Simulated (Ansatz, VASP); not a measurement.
**One calculation of SnO2, two programs**

INCAR

```
SYSTEM = SnO2
PREC = Accurate ; ENCUT = 520
EDIFF = 1E-6 ; ISMEAR = -1
SIGMA = 0.05 ; LREAL = .False.
LASPH = .True. ; NELM = 60
ALGO = Normal ; ISIF = 2
LWAVE = .False. ; LCHARG = .False.
GGA = PE ; NBANDS = 35
```

The input KPOINTS:

```
Automatic mesh
0
Gamma
  5 5 6
  0 0 0
```

The input POSCAR:

```
SnO2
1.0
    4.7880040000      0.0000000000      0.0000000000
    0.0000000000      4.8665820000      0.0000000000
    0.0000000000      0.0000000000      3.2408980000
Sn O
2 4
Direct
    0.0000000000      0.0000000000      0.0000000000
    0.5000000000      0.5000000000      0.5000000000
    0.7081450000      0.6789580000      0.0000000000
    0.2081450000      0.8210420000      0.5000000000
    0.7918550000      0.1789580000      0.5000000000
    0.2918550000      0.3210420000      0.0000000000
```

The input input.yaml:

```yaml
crystal:
  lattice:
    - [4.788004, 0.0, 0.0]
    - [0.0, 4.866582, 0.0]
    - [0.0, 0.0, 3.240898]
  atoms:
    - { symbol: Sn, position: [0.0, 0.0, 0.0] }
    - { symbol: Sn, position: [0.5, 0.5, 0.5] }
    - { symbol: O, position: [0.708145, 0.678958, 0.0] }
    - { symbol: O, position: [0.208145, 0.821042, 0.5] }
    - { symbol: O, position: [0.791855, 0.178958, 0.5] }
    - { symbol: O, position: [0.291855, 0.321042, 0.0] }
hamiltonian:
  xc: pbe
  pseudopotentials: { kind: paw }
kpoints:
  mp_grid: { grid: [5, 5, 6] }
  band_path:
    path:
      - [[0.0, 0.0, 0.0], [0.0, 0.0, 0.5], [0.5, 0.0, 0.5], [0.5, 0.0, 0.0], [0.0, 0.0, 0.0], [0.0, 0.5, 0.0], [0.0, 0.5, 0.5], [0.5, 0.5, 0.5], [0.5, 0.5, 0.0], [0.0, 0.5, 0.0]]
      - [[0.5, 0.0, 0.0], [0.5, 0.5, 0.0]]
      - [[0.0, 0.5, 0.5], [0.0, 0.0, 0.5]]
      - [[0.5, 0.0, 0.5], [0.5, 0.5, 0.5]]
    npoints: 14
scf:
  occupations: { method: fermi_dirac, width: 0.05 }
  n_extra_bands: 15
output:
  forces: true
  stress: true
  eigenvalues: true
  fatbands: true
```

Alike in both runs: functional PBE; k mesh 5 × 5 × 6; occupations fermi-dirac, width 0.05 eV; no spin polarisation.

```csv
,VASP,Ansatz
version,VASP 6.6.1,Ansatz 0.2.0
potentials or method,"VASP PAW PBE potentials, release 64 (Sn_d, O)",Ansatz PAW
plane-wave cutoff (eV),520,420
valence electrons in the cell,52,52
task,single point,band structure
```

VASP gave:

* gap on the k mesh at the Fermi level (eV): 0.80
* least direct gap on the mesh (eV): 0.80
* pressure (GPa): 0.0
* traceless stress, the component that is largest in VASP (GPa): 0.11
* rms of the force components (eV/Å): 0.031

Problem. What did Ansatz give for the same quantities?

Solution. gap on the k mesh at the Fermi level (eV): 0.81; least direct gap on the mesh (eV): 0.81; pressure (GPa): -0.5; traceless stress, the component that is largest in VASP (GPa): 0.20; rms of the force components (eV/Å): 0.034.

Atom by atom the forces differ by 0.008 eV/Å (rms over components).
